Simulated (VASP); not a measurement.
# Ni (Im-3m) in VASP: further runs

Runs on Ni. Level: PBEsol. Tasks: single point.

All numbers are computed with VASP 6.6.1; they aren't measurements. Logs are shortened: lines on timing, memory, paths and dates and some standing lists are left out, and cuts for length are marked.

## (1) The cell of the first run

Symmetry: Im-3m, No. 229, cubic system. The conventional cell has a = 2.767 Å, b = 2.767 Å, c = 2.767 Å, α = 90.00°, β = 90.00°, γ = 90.00°. Ni (site symmetry m-3m) has 14 Ni at 2.40 to 2.77 Å within 3.2 Å.

## (2) Single point, PBEsol, collinear spin, ferromagnetic start

Input file INCAR:

```
SYSTEM = Ni
ALGO = Normal ; EDIFF = 1E-7
ENCUT = 520 ; GGA = PS
ISIF = 2 ; ISMEAR = -1
ISPIN = 2 ; LASPH = .True.
LCHARG = .True. ; LELF = .True.
LMAXMIX = 4 ; LORBIT = 11
LREAL = .False. ; LVHAR = .True.
LWAVE = .False. ; MAGMOM = 1.5
NBANDS = 15 ; NELM = 150
PREC = Accurate ; SIGMA = 0.5
```

Input file KPOINTS:

```
k-points
0
Gamma
  14 14 14
  0 0 0
```

Input file POSCAR:

```
Ni
1.0
   -1.3837154700      1.3837154700      1.3837154700
    1.3837154700     -1.3837154700      1.3837154700
    1.3837154700      1.3837154700     -1.3837154700
Ni
1
Direct
    0.0000000000      0.0000000000      0.0000000000
```

Potentials or basis: VASP PAW PBE potentials, release 64 (Ni).

Launch:

```bash
cat potpaw_PBE.64/Ni/POTCAR > POTCAR
mpirun -np 1 vasp_std > vasp.out
```

OUTCAR:

```text
SYSTEM = Ni
   EDIFF = 1E-7
   ENCUT = 520
   GGA = PS
   ISIF = 2
   ISMEAR = -1
   ISPIN = 2
   LASPH = .True.
   LORBIT = 11
   LREAL = .False.
   NELM = 150
   PREC = Accurate

 ion  position               nearest neighbor table
   1  0.000  0.000  0.000-

  LATTYP: Found a body centered cubic cell.
 ALAT       =     2.7674309400

  Lattice vectors:

 A1 = (  -1.3837154700,   1.3837154700,   1.3837154700)
 A2 = (   1.3837154700,  -1.3837154700,   1.3837154700)
 A3 = (   1.3837154700,   1.3837154700,  -1.3837154700)

Analysis of symmetry for initial positions (statically):
=====================================================================
 Subroutine PRICEL returns:
 Original cell was already a primitive cell.

 Routine SETGRP: Setting up the symmetry group for a
 body centered cubic supercell.

 Subroutine GETGRP returns: Found 48 space group operations
 (whereof 48 operations were pure point group operations)
 out of a pool of 48 trial point group operations.

The static configuration has the point symmetry O_h .

Analysis of symmetry for dynamics (positions and initial velocities):
=====================================================================
 Subroutine PRICEL returns:
 Original cell was already a primitive cell.

 Routine SETGRP: Setting up the symmetry group for a
 body centered cubic supercell.

 Subroutine GETGRP returns: Found 48 space group operations
 (whereof 48 operations were pure point group operations)
 out of a pool of 48 trial point group operations.

The dynamic configuration has the point symmetry O_h .

Analysis of structural, dynamic, and magnetic symmetry:
=====================================================================
 Subroutine PRICEL returns:
 Original cell was already a primitive cell.

 Routine SETGRP: Setting up the symmetry group for a
 body centered cubic supercell.

 Subroutine GETGRP returns: Found 48 space group operations
 (whereof 48 operations were pure point group operations)
 out of a pool of 48 trial point group operations.

The overall configuration has the point symmetry O_h .

 Subroutine INISYM returns: Found 48 space group operations
 (whereof 48 operations are pure point group operations),
 and found     1 'primitive' translations

----------------------------------------------------------------------------------------

                                     Primitive cell

[... 125 lines left out ...]

 number of electron      10.0000004 magnetization      -0.0027274

 number of electron      10.0000004 magnetization       0.0002899

 Free energy of the ion-electron system (eV)
  ---------------------------------------------------
  ext. energy  EPLUGINS =         0.00000000
  ---------------------------------------------------
  free energy    TOTEN  =        -6.67643612 eV

  energy without entropy =       -5.59103206  energy(sigma->0) =       -6.13373409

 E-fermi :   9.7874     XC(G=0): -13.5985

 val. band max:        9.7418590859   @ k =   0.5000   0.0000   0.0000
 cond. band min:       9.8068006305   @ k =   0.3571   0.0714   0.0000
 fundamental gap:      0.0649415446
 Fermi energy:         9.7874416867

 spin component 1

 k-point     1 :       0.0000    0.0000    0.0000
  band No.  band energies     occupation
      1       0.3228      1.00000
      2       7.3631      0.99222
      3       7.3631      0.99222
      4       7.3631      0.99222
      5       8.7282      0.89270
      6       8.7282      0.89270
      7      36.1120      0.00000
      8      36.1120      0.00000
      9      36.1120      0.00000
     10      41.1793      0.00000
     11      41.1793      0.00000
     12      42.5003      0.00000
     13      42.5003      0.00000
     14      42.5003      0.00000
[... 403 lines left out ...]
      4       8.7813      0.88209
      5       8.9437      0.84390
      6      14.8546      0.00004
      7      16.6403      0.00000
      8      19.0484      0.00000
      9      28.8652      0.00000
     10      38.4886      0.00000
     11      40.1878      0.00000
     12      46.7000      0.00000
     13      50.5058      0.00000
     14      54.3541      0.00000
     15      55.4547      0.00000

 [... further k-points ...]

 spin component 2

 k-point     1 :       0.0000    0.0000    0.0000
  band No.  band energies     occupation
      1       0.3228      1.00000
      2       7.3634      0.99222
      3       7.3634      0.99222
      4       7.3634      0.99222
      5       8.7286      0.89262
      6       8.7286      0.89262
      7      36.1119      0.00000
      8      36.1119      0.00000
      9      36.1119      0.00000
     10      41.1792      0.00000
     11      41.1792      0.00000
     12      42.5004      0.00000
     13      42.5004      0.00000
     14      42.5004      0.00000
[... 403 lines left out ...]
      4       8.7816      0.88201
      5       8.9441      0.84379
      6      14.8547      0.00004
      7      16.6404      0.00000
      8      19.0485      0.00000
      9      28.8652      0.00000
     10      38.4886      0.00000
     11      40.1878      0.00000
     12      46.7001      0.00000
     13      50.5058      0.00000
     14      54.3543      0.00000
     15      55.4547      0.00000

 [... further k-points ...]

------------------------ aborting loop because EDIFF is reached ----------------------------------------

  FORCE on cell =-STRESS in cart. coord.  units (eV):
  Direction    XX          YY          ZZ          XY          YZ          ZX
  --------------------------------------------------------------------------------------
  -------------------------------------------------------------------------------------
  Total        0.2814720      0.2814720      0.2814720      0.0000000     -0.0000000      0.0000000
  in kB       42.5544915     42.5544915     42.5544915      0.0000000     -0.0000000      0.0000000
  external PRESSURE =      42.5544915 kB  Pullay stress =       0.0000000 kB

 VOLUME and BASIS-vectors are now :
 -----------------------------------------------------------------------------
  energy-cutoff  :      520.00
  volume of cell :       10.60
      direct lattice vectors                 reciprocal lattice vectors
    -1.383715470  1.383715470  1.383715470     0.000000000  0.361345964  0.361345964
     1.383715470 -1.383715470  1.383715470     0.361345964  0.000000000  0.361345964
     1.383715470  1.383715470 -1.383715470     0.361345964  0.361345964  0.000000000

 POSITION                                       TOTAL-FORCE (eV/Angst)
 -----------------------------------------------------------------------------------
      0.00000      0.00000      0.00000        -0.000000      0.000000      0.000000
 -----------------------------------------------------------------------------------
    total drift:                                0.000000      0.000000      0.000000

  FREE ENERGIE OF THE ION-ELECTRON SYSTEM (eV)
  ---------------------------------------------------
  free  energy   TOTEN  =        -6.6764361223 eV

  energy  without entropy=       -5.5910320591  energy(sigma->0) =       -6.13373409

 total charge

# of ion       s       p       d       tot
------------------------------------------
    1        0.514   0.535   8.312   9.361

 magnetization (x)

# of ion       s       p       d       tot
------------------------------------------
    1       -0.000  -0.000   0.000   0.000
```

OSZICAR:

```text
N       E                     dE             d eps       ncg     rms          rms(c)
DAV:   1     0.327326657169E+02    0.32733E+02   -0.42397E+03  6644   0.870E+02
DAV:   2    -0.628940670467E+01   -0.39022E+02   -0.36169E+02  7234   0.165E+02
DAV:   3    -0.769503351983E+01   -0.14056E+01   -0.13959E+01  7535   0.308E+01
DAV:   4    -0.770316680172E+01   -0.81333E-02   -0.81319E-02  7732   0.226E+00
DAV:   5    -0.770325706682E+01   -0.90265E-04   -0.90265E-04  7607   0.214E-01    0.116E+01
DAV:   6    -0.696231153712E+01    0.74095E+00   -0.12801E+01  9019   0.415E+01    0.589E+00
DAV:   7    -0.668567115058E+01    0.27664E+00   -0.21189E+00  8089   0.149E+01    0.225E+00
DAV:   8    -0.667754290126E+01    0.81282E-02   -0.64751E-02  8175   0.180E+00    0.778E-01
DAV:   9    -0.667675388837E+01    0.78901E-03   -0.17687E-03  9248   0.300E-01    0.262E-01
DAV:  10    -0.667643657525E+01    0.31731E-03   -0.75010E-04  9923   0.207E-01    0.440E-02
DAV:  11    -0.667643384081E+01    0.27344E-05   -0.34288E-05  9643   0.376E-02    0.317E-02
DAV:  12    -0.667643614975E+01   -0.23089E-05   -0.68789E-06  8892   0.262E-02    0.360E-03
DAV:  13    -0.667643612226E+01    0.27490E-07   -0.81298E-08  6558   0.264E-03
   1 F= -.66764361E+01 E0= -.61337341E+01  d E =-.108540E+01  mag=     0.0003
```

It took 48 s on 1 thread of Intel Xeon 8259CL, shared host; peak memory 0.14 GiB.

Results:

| Item | Value |
| --- | --- |
| Free energy | -6.6764 eV |
| Pressure | 4.3 GPa |
| Band gap on the k mesh | zero (filled and empty bands overlap) |
| Net moment | 0.00 μB per cell |
| Valence electrons inside the program's atomic spheres | Ni 9.36 |

Caveat: the starting moments collapsed, and a magnetic state may lie lower; the PAW data sets were made with another functional, which shifts forces and pressure a little.

## (3) Single point, PBEsol, collinear spin, ferromagnetic start

Input file INCAR:

```
SYSTEM = Ni
  ALGO = Normal
  EDIFF = 1E-6
  ENCUT = 520
  GGA = PS
  ISIF = 2
  ISMEAR = -1
  ISPIN = 2
  LASPH = .True.
  LCHARG = .False.
  LMAXMIX = 4
  LORBIT = 11
  LREAL = .False.
  LWAVE = .False.
  MAGMOM = 1.5
  NBANDS = 15
  NELM = 150
  PREC = Accurate
  SIGMA = 0.3
```

KPOINTS is that of step 2.

POSCAR is that of step 2.

Potentials or basis: VASP PAW PBE potentials, release 64 (Ni).

Launch:

```bash
cat potpaw_PBE.64/Ni/POTCAR > POTCAR
mpirun -np 1 vasp_std > vasp.out
```

Run time: 68 s. Hardware: 1 thread of Intel Xeon 8259CL, shared host; peak memory 0.14 GiB.

Results (log left out):

```yaml
Free_energy: -6.2957 eV
Pressure: -0.1 GPa
Band_gap_on_the_k_mesh: zero (filled and empty bands overlap)
Net_moment: 0.00 μB per cell
Valence_electrons_inside_the_program's_atomic_spheres: Ni 9.36
```

Levels at points of the mesh, in eV from the Fermi level:
Spin up:
```csv
k point,band 2,band 3,band 4,band 5,band 6,band 7,band 8,band 9
"(0.00, 0.00, 0.00)",-2.18,-2.18,-2.18,-0.80,-0.80,26.54,26.54,26.54
"(0.50, 0.00, 0.00)",-3.16,-0.85,-0.63,0.06,0.21,6.70,19.16,20.29
"(0.50, 0.50, 0.50)",-4.32,-0.03,-0.03,-0.03,9.78,9.78,9.78,15.83
```
Spin down:
| k point | band 3 | band 4 | band 5 | band 6 | band 7 | band 8 |
| --- | --- | --- | --- | --- | --- | --- |
| (0.00, 0.00, 0.00) | -2.18 | -2.18 | -0.80 | -0.80 | 26.54 | 26.54 |
| (0.50, 0.00, 0.00) | -0.85 | -0.63 | 0.06 | 0.21 | 6.70 | 19.16 |
| (0.50, 0.50, 0.50) | -0.03 | -0.03 | -0.03 | 9.78 | 9.78 | 9.78 |

Caveat: the starting moments collapsed, and a magnetic state may lie lower; the PAW data sets were made with another functional, which shifts forces and pressure a little.

## (4) Single point, PBEsol, collinear spin, ferromagnetic start

Input file INCAR:

```
SYSTEM = Ni
PREC = Accurate
ENCUT = 520
EDIFF = 1E-6
ISMEAR = -1
SIGMA = 0.2
LREAL = .FALSE.
LASPH = .TRUE.
NELM = 150
ALGO = Normal
ISIF = 2
LWAVE = .FALSE.
LCHARG = .TRUE.
ISPIN = 2
MAGMOM = 1.5
LORBIT = 11
LMAXMIX = 4
GGA = PS
LELF = .TRUE.
LVHAR = .TRUE.
NBANDS = 15
```

Input file KPOINTS:

```
regular mesh
0
G
  14 14 14
  0 0 0
```

POSCAR is that of step 3.

Launch:

```bash
cat potpaw_PBE.64/Ni/POTCAR > POTCAR
mpirun -np 1 vasp_std > vasp.out
```

It took 74 s on 1 thread of Intel Xeon 8259CL, shared host; peak memory 0.15 GiB.

It converged, with:

```yaml
Free_energy: -6.1528 eV
Pressure: -1.9 GPa
Net_moment: 0.16 μB per cell
Site_moments: Ni +0.16 μB
Valence_electrons_inside_the_program's_atomic_spheres: Ni 9.37
```

Levels at points of the mesh, in eV from the Fermi level:
Spin up:
| k point | band 1 | band 2 | band 3 | band 4 | band 5 | band 6 | band 7 | band 8 | band 9 | band 10 |
| --- | --- | --- | --- | --- | --- | --- | --- | --- | --- | --- |
| (0.00, 0.00, 0.00) | -9.15 | -2.15 | -2.15 | -2.15 | -0.77 | -0.77 | 26.65 | 26.65 | 26.65 | 31.72 |
| (0.50, 0.00, 0.00) | -4.68 | -3.13 | -0.82 | -0.60 | 0.16 | 0.22 | 6.75 | 19.27 | 20.37 | 24.16 |
| (0.50, 0.50, 0.50) | -4.27 | -4.27 | -0.02 | -0.02 | -0.02 | 9.87 | 9.87 | 9.87 | 15.91 | 15.91 |
Spin down:
| k point | band 3 | band 4 | band 5 | band 6 | band 7 | band 8 |
| --- | --- | --- | --- | --- | --- | --- |
| (0.00, 0.00, 0.00) | -1.99 | -1.99 | -0.60 | -0.60 | 26.63 | 26.63 |
| (0.50, 0.00, 0.00) | -0.65 | -0.43 | 0.16 | 0.41 | 6.85 | 19.26 |
| (0.50, 0.50, 0.50) | 0.17 | 0.17 | 0.17 | 9.89 | 9.89 | 9.89 |

Caveat: the PAW data sets were made with another functional, which shifts forces and pressure a little.

## (5) Single point, PBEsol, collinear spin, ferromagnetic start

Input file INCAR:

```
ALGO     = Normal         # electronic algorithm
EDIFF    = 1E-7           # SCF threshold, eV
ENCUT    = 520            # plane-wave cutoff, eV
GGA      = PS             # functional
ISIF     = 2              # what is computed and relaxed
ISMEAR   = -1             # smearing method
ISPIN    = 2              # spin polarisation
LASPH    = T              # aspherical terms in the spheres
LCHARG   = F              # write CHGCAR
LMAXMIX  = 4              # l up to which the mixer works
LORBIT   = 11             # projections on sites
LREAL    = F              # projectors in reciprocal space
LWAVE    = F              # write WAVECAR
MAGMOM   = 1.5            # initial moments
NBANDS   = 15             # bands
NELM     = 150            # most SCF steps
PREC     = Accurate       # precision mode
SIGMA    = 0.1            # smearing width, eV
```

Input file KPOINTS:

```
k-points
0
Gamma
  14 14 14
```

POSCAR is that of step 4.

Launch:

```bash
cat potpaw_PBE.64/Ni/POTCAR > POTCAR
mpirun -np 1 vasp_std > vasp.out
```

Run time: 42 s. Hardware: 1 thread of Intel Xeon 8259CL, shared host; peak memory 0.14 GiB.

It converged, with:

```yaml
Free_energy: -6.0617 eV
Pressure: -2.6 GPa
Net_moment: 0.48 μB per cell
Site_moments: Ni +0.48 μB
Valence_electrons_inside_the_program's_atomic_spheres: Ni 9.37
```

Levels at points of the mesh, in eV from the Fermi level:
Spin up:
```csv
k point,band 2,band 3,band 4,band 5,band 6,band 7,band 8,band 9
"(0.00, 0.00, 0.00)",-2.32,-2.32,-2.32,-0.88,-0.88,26.69,26.69,26.69
"(0.50, 0.00, 0.00)",-3.28,-0.95,-0.72,0.03,0.18,6.68,19.30,20.36
"(0.50, 0.50, 0.50)",-4.34,-0.20,-0.20,-0.20,9.88,9.88,9.88,15.90
```
Spin down:
```
           k point  band 1  band 2  band 3  band 4  band 5  band 6  band 7  band 8  band 9  band 10
(0.00, 0.00, 0.00)   -9.12   -1.77   -1.77   -1.77   -0.42   -0.42   26.63   26.63   26.63    31.72
(0.50, 0.00, 0.00)   -4.45   -2.78   -0.46   -0.25    0.17    0.65    6.97   19.27   20.45    24.26
(0.50, 0.50, 0.50)   -4.03   -4.03    0.41    0.41    0.41    9.92    9.92    9.92   16.03    16.03
```

Caveat: the PAW data sets were made with another functional, which shifts forces and pressure a little.
